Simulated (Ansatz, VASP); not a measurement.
**LiF: VASP beside Ansatz**

INCAR

```
SYSTEM = LiF
ALGO = Normal
EDIFF = 1E-6
ENCUT = 520
GGA = PE
ISIF = 2
ISMEAR = 0
LASPH = .TRUE.
LCHARG = .FALSE.
LREAL = .FALSE.
LWAVE = .FALSE.
NBANDS = 18
NELM = 80
PREC = Accurate
SIGMA = 0.05
```

File KPOINTS:

```
k-points
0
G
  9 9 6
  0 0 0
```

POSCAR

```
LiF
1.0
    3.1427330808      0.0000000000      0.0000000000
   -1.5713665404      2.7216866853      0.0000000000
    0.0000000000      0.0000000000      4.8495514170
Li F
2 2
Direct
    0.3333333333      0.6666666667      0.4218720114
    0.6666666667      0.3333333333      0.9218720114
    0.3333333333      0.6666666667      0.9939266766
    0.6666666667      0.3333333333      0.4939266766
```

Input for Ansatz:

```yaml
crystal:
  lattice:
    - [3.1427330808, 0.0, 0.0]
    - [-1.5713665404, 2.7216866853, 0.0]
    - [0.0, 0.0, 4.849551417]
  atoms:
    - { symbol: Li, position: [0.3333333333, 0.6666666667, 0.4218720114] }
    - { symbol: Li, position: [0.6666666667, 0.3333333333, 0.9218720114] }
    - { symbol: F, position: [0.3333333333, 0.6666666667, 0.9939266766] }
    - { symbol: F, position: [0.6666666667, 0.3333333333, 0.4939266766] }
basis:
  ecutwfc: 520.0
kpoints:
  mp_grid: { grid: [9, 9, 6] }
hamiltonian:
  xc: pbe
scf:
  occupations: { method: gaussian, width: 0.05 }
output:
  forces: true
  stress: true
  eigenvalues: true
```

Alike in both runs: task single point; functional PBE; k mesh 9 × 9 × 6; occupations gaussian, width 0.05 eV; no spin polarisation.

```csv
,VASP,Ansatz
version,VASP 6.6.1,Ansatz 0.2.0
potentials or method,"VASP PAW PBE potentials, release 64 (Li_sv, F), cutoff 520 eV","scalar-relativistic, plane waves, PAW"
valence electrons in the cell,20,20
```

|  | VASP | Ansatz | Ansatz less VASP |
| --- | --- | --- | --- |
| gap on the k mesh at the Fermi level (eV) | 7.39 | 7.40 | +0.012 |
| least direct gap on the mesh (eV) | 7.39 | 7.40 | +0.012 |
| rms of the force components (eV/Å) | 0.143 | 0.137 | -0.0054 |

Atom by atom the forces differ by 0.005 eV/Å (rms over components).

Noted on VASP's run: the cutoff is short for stress, so the pressure is rough.
